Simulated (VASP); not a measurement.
# C (Fmmm) in VASP: relaxation of cell and atoms with PBE+D3(BJ)

Aim: the relaxation of cell and atoms of C with PBE+D3(BJ).

All numbers are computed with VASP 6.6.1; they aren't measurements. Logs are shortened: lines on timing, memory, paths and dates and some standing lists are left out, and cuts for length are marked.

## 1. The cell of the first run

It takes space group Fmmm (No. 69, orthorhombic). Conventional cell: a = 2.465 Å, b = 4.269 Å, c = 6.806 Å, α = 90.00°, β = 90.00°, γ = 90.00°. C (site symmetry m2m) has 3 C at 1.42 Å within 1.9 Å.

## 2. Relaxation of cell and atoms, PBE+D3(BJ)

File INCAR:

```
PREC     = Accurate       # precision mode
ENCUT    = 600            # plane-wave cutoff, eV
EDIFF    = 1E-6           # SCF threshold, eV
ISMEAR   = 0              # smearing method
SIGMA    = 0.02           # smearing width, eV
LREAL    = F              # projectors in reciprocal space
LASPH    = T              # aspherical terms in the spheres
NELM     = 100            # most SCF steps
ALGO     = Normal         # electronic algorithm
ISIF     = 3              # what is computed and relaxed
LWAVE    = F              # write WAVECAR
LCHARG   = F              # write CHGCAR
GGA      = PE             # functional
IVDW     = 12             # dispersion correction
IBRION   = 2              # ionic algorithm
NSW      = 100            # ionic steps
EDIFFG   = -0.005         # ionic threshold
```

File KPOINTS:

```
regular mesh
0
Gamma
  18 18 18
```

File POSCAR:

```
C
1.0
    0.0000000000      2.1345498269      3.4030701029
    1.2324752581      0.0000000000      3.4030701029
    1.2324752581      2.1345498269      0.0000000000
C
2
Direct
    0.1667306021      0.8332693979      0.1667306021
    0.8332693979      0.1667306021      0.8332693979
```

Potentials or basis: VASP PAW PBE potentials, release 64 (C).

Started as:

```console
cat potpaw_PBE.64/C/POTCAR > POTCAR
mpirun -np 1 vasp_std > vasp.out
```

OUTCAR:

```text
PREC = Accurate
   ENCUT = 600
   EDIFF = 1E-6
   ISMEAR = 0
   LREAL = F
   LASPH = T
   NELM = 100
   ISIF = 3
   GGA = PE
   IVDW = 12
   IBRION = 2
   NSW = 100
   EDIFFG = -0.005
 IVDW          = 12

 ion  position               nearest neighbor table
   1  0.167  0.833  0.167-   2 1.42   2 1.42   2 1.42
   2  0.833  0.167  0.833-   1 1.42   1 1.42   1 1.42

  LATTYP: Found a face centered orthorhombic cell.
 ALAT       =     2.4649505162
 B/A-ratio  =     1.7319210368
 C/A-ratio  =     2.7611670746

  Lattice vectors:

 A1 = (   0.0000000000,   2.1345498269,   3.4030701029)
 A2 = (   1.2324752581,   0.0000000000,   3.4030701029)
 A3 = (   1.2324752581,   2.1345498269,   0.0000000000)

Analysis of symmetry for initial positions (statically):
=====================================================================
 Subroutine PRICEL returns:
 Original cell was already a primitive cell.

 Routine SETGRP: Setting up the symmetry group for a
 face centered orthorhombic supercell.

 Subroutine GETGRP returns: Found  8 space group operations
 (whereof  8 operations were pure point group operations)
 out of a pool of  8 trial point group operations.

The static configuration has the point symmetry D_2h.

Analysis of symmetry for dynamics (positions and initial velocities):
=====================================================================
 Subroutine PRICEL returns:
 Original cell was already a primitive cell.

 Routine SETGRP: Setting up the symmetry group for a
 face centered orthorhombic supercell.

 Subroutine GETGRP returns: Found  8 space group operations
 (whereof  8 operations were pure point group operations)
 out of a pool of  8 trial point group operations.

The dynamic configuration has the point symmetry D_2h.

 Subroutine INISYM returns: Found  8 space group operations
 (whereof  8 operations are pure point group operations),
 and found     1 'primitive' translations

----------------------------------------------------------------------------------------

                                     Primitive cell

  volume of cell :      17.9055

  direct lattice vectors                    reciprocal lattice vectors
     0.000000000  2.134549827  3.403070103    -0.405687657  0.234241428  0.146926153
     1.232475258  0.000000000  3.403070103     0.405687657 -0.234241428  0.146926153
     1.232475258  2.134549827  0.000000000     0.405687657  0.234241428 -0.146926153

  length of vectors
     4.017112033  3.619375828  2.464812006     0.490957041  0.490957041  0.490957041

  position of ions in fractional coordinates (direct lattice)
[... 83 lines left out ...]
   IBRION =      2    ionic relax: 0-MD 1-quasi-New 2-CG
   NFREE  =      1    steps in history (QN), initial steepest desc. (CG)
   ISIF   =      3    stress and relaxation
   ISYM   =      2    0-nonsym 1-usesym 2-fastsym
   POTIM  = 0.5000    time-step for ionic-motion
   TEBEG  =    0.0;   TEEND  =   0.0 temperature during run
   PSTRESS=    0.0 pullay stress
   NELECT =       8.0000    total number of electrons
   NUPDOWN=      -1.0000    fix difference up-down
   EMIN   =  10.00;   EMAX   =-10.00  energy-range for DOS
   EFERMI =   0.00;   METHOD = LEGACY
   ISMEAR =     0;   SIGMA  =   0.02  broadening in eV -4-tet -1-fermi 0-gaus
   EFERMI_NEDOS =   21; number of points for ismear=-14 and -15
   IALGO  =     38    algorithm
   IMIX   =      4    mixing-type and parameters
     AMIX     =   0.40;   BMIX     =  1.00
     AMIX_MAG =   1.60;   BMIX_MAG =  1.00
  volume/ion in A,a.u.               =       8.95        60.42
  Fermi-wavevector in a.u.,A,eV,Ry     =   1.251535  2.365058 21.311350  1.566340
  Thomas-Fermi vector in A             =   2.385478
   LORBIT       =      0    0 simple, 1 ext, 2 COOP (PROOUT), +10 PAW based schemes
   GGA     = PE    functional components
   LHFCALC =     F    Hartree Fock is set to
   AEXX    =    0.0000 exact exchange contribution
   IVDW    =    12    specifies the selected vdW correction
   LEPSILON=     F    determine dielectric tensor
   LRPA    =     F    only Hartree local field effects (RPA)
 conjugate gradient relaxation of ions
 non-spin polarized calculation
 Gauss-broadening in eV      SIGMA  =   0.02
  energy-cutoff  :      600.00
  volume of cell :       17.91
 maximum number of plane-waves:       617
   NGX = 17   NGY = 15   NGZ =  9

--------------------------------------- Ionic step        1  -------------------------------------------

 number of electron       8.0000000 magnetization

 Free energy of the ion-electron system (eV)
  ---------------------------------------------------
  ext. energy  EPLUGINS =         0.00000000
  ---------------------------------------------------
  free energy    TOTEN  =       -18.42954684 eV

  energy without entropy =      -18.42954623  energy(sigma->0) =      -18.42954653

------------------------ aborting loop because EDIFF is reached ----------------------------------------

 Edisp (eV)   -0.30739

 E8    (eV) :    -0.0869
[... 105 lines left out ...]
  FREE ENERGIE OF THE ION-ELECTRON SYSTEM (eV)
  ---------------------------------------------------
  free  energy   TOTEN  =       -18.7369563161 eV

  energy  without entropy=      -18.7369557097  energy(sigma->0) =      -18.73695601

[... ionic steps 4 to 12 ...]

--------------------------------------- Ionic step       13  -------------------------------------------

 number of electron       8.0000000 magnetization

------------------------ aborting loop because EDIFF is reached ----------------------------------------
[... 75 lines left out ...]
--------------------------------------- Ionic step       15  -------------------------------------------

 number of electron       8.0000000 magnetization

 Free energy of the ion-electron system (eV)
  ---------------------------------------------------
  ext. energy  EPLUGINS =         0.00000000
  ---------------------------------------------------
  free energy    TOTEN  =       -18.42635665 eV

  energy without entropy =      -18.42635623  energy(sigma->0) =      -18.42635644

 E-fermi :   4.6358     XC(G=0): -10.2863

 val. band max:        4.5977426966   @ k =  -0.2778   0.0556   0.3333
 cond. band min:       4.6738348948   @ k =  -0.2222   0.1111   0.3333
 fundamental gap:      0.0760921982
 Fermi energy:         4.6357888368

 k-point     1 :       0.0000    0.0000    0.0000
  band No.  band energies     occupation
      1     -15.0115      2.00000
      2      -1.9393      2.00000
      3       1.6232      2.00000
      4       1.6389      2.00000
      5       8.8827      0.00000
      6      12.9656      0.00000
      7      13.0286      0.00000
      8      16.0251      0.00000
[... 243 lines left out ...]
 k-point    24 :      -0.2222    0.0556   -0.0000
  band No.  band energies     occupation
      1     -13.1731      2.00000
      2      -3.4584      2.00000
      3      -0.6523      2.00000
      4      -0.0646      2.00000
      5      10.7725      0.00000
      6      11.4318      0.00000
      7      12.6724      0.00000
      8      19.0015      0.00000

 [... further k-points ...]

------------------------ aborting loop because EDIFF is reached ----------------------------------------

 Edisp (eV)   -0.31081

 E8    (eV) :    -0.0880
[... 25 lines left out ...]
  FREE ENERGIE OF THE ION-ELECTRON SYSTEM (eV)
  ---------------------------------------------------
  free  energy   TOTEN  =       -18.7371644430 eV

  energy  without entropy=      -18.7371640279  energy(sigma->0) =      -18.73716424

 reached required accuracy - stopping structural energy minimisation
```

OSZICAR:

```text
N       E                     dE             d eps       ncg     rms          rms(c)
DAV:   1     0.322934150217E+01    0.32293E+01   -0.46789E+03 14072   0.100E+03
DAV:   2    -0.193353368528E+02   -0.22565E+02   -0.21475E+02 21040   0.123E+02
[... 80 lines left out ...]
       N       E                     dE             d eps       ncg     rms          rms(c)
DAV:   1    -0.184263503107E+02    0.36990E-04   -0.36775E-05 13984   0.503E-02    0.333E-03
DAV:   2    -0.184263497928E+02    0.51791E-06   -0.74768E-07  9480   0.750E-03
  14 F= -.18737163E+02 E0= -.18737163E+02  d E =-.477931E-04
       N       E                     dE             d eps       ncg     rms          rms(c)
DAV:   1    -0.184263567551E+02   -0.64445E-05   -0.24641E-05 18120   0.488E-02    0.259E-03
DAV:   2    -0.184263566500E+02    0.10513E-06   -0.28476E-07 10184   0.576E-03
  15 F= -.18737164E+02 E0= -.18737164E+02  d E =-.125022E-05
```

Wall time 6.6 min (1 thread of AMD EPYC 9R45 (Zen 5), shared host); peak memory 0.23 GiB.

Results:

```
Free energy                            : -18.7372 eV
Relaxed volume                         : 8.87 Å³/atom
Relaxed cell                           : a = 3.990 Å, b = 3.590 Å, c = 2.465 Å, α = 80.11°, β = 62.41°, γ = 37.48°
Space group after relaxing (to 0.05 Å) : Fmmm (No. 69)
Energy gained by relaxing              : 0.1 meV/atom
Ionic steps                            : 15
Pressure after relaxing                : 0.0 GPa
Band gap on the k mesh                 : 0.08 eV, indirect (least direct gap 0.15 eV)
Dispersion energy per atom             : -0.155 eV
```

Stress tensor (GPa, compression positive):
```
 0.07  0.00  0.00
 0.00  0.05  0.00
 0.00  0.00 -0.06
```

The path:
| step | energy change (eV) | largest force (eV/Å) | pressure (GPa) | volume (Å³) |
| --- | --- | --- | --- | --- |
| 1 | 0.0000 | 0.0239 | 0.04 | 17.91 |
| 2 | 0.0001 | 0.1186 | -0.46 | 17.91 |
| 3 | 0.0000 | 0.0136 | -0.11 | 17.91 |
| 4 | -0.0001 | 0.0069 | -0.21 | 17.89 |
| 5 | -0.0001 | 0.0153 | -0.29 | 17.89 |
| 6 | -0.0001 | 0.0127 | -0.25 | 17.88 |
| 7 | -0.0001 | 0.0048 | -0.07 | 17.85 |
| 8 | -0.0002 | 0.0111 | 0.27 | 17.78 |
| 9 | -0.0002 | 0.0064 | 0.19 | 17.77 |
| 10 | -0.0002 | 0.0072 | 0.11 | 17.74 |
| 11 | -0.0002 | 0.0065 | 0.09 | 17.74 |
| 12 | -0.0002 | 0.0002 | 0.09 | 17.76 |
| 13 | -0.0002 | 0.0051 | 0.09 | 17.74 |
| 14 | -0.0002 | 0.0056 | 0.04 | 17.74 |
| 15 | -0.0002 | 0.0006 | 0.02 | 17.74 |

Final structure:
```xyz
2
Lattice="0.0000 2.1342 3.3717 1.2329 0.0000 3.3717 1.2329 2.1342 0.0000" Properties=species:S:1:pos:R:3 pbc="T T T"
C     1.2329    0.7115    3.3717
C     1.2329    3.5570    3.3717
```

A k mesh can miss the band edges.
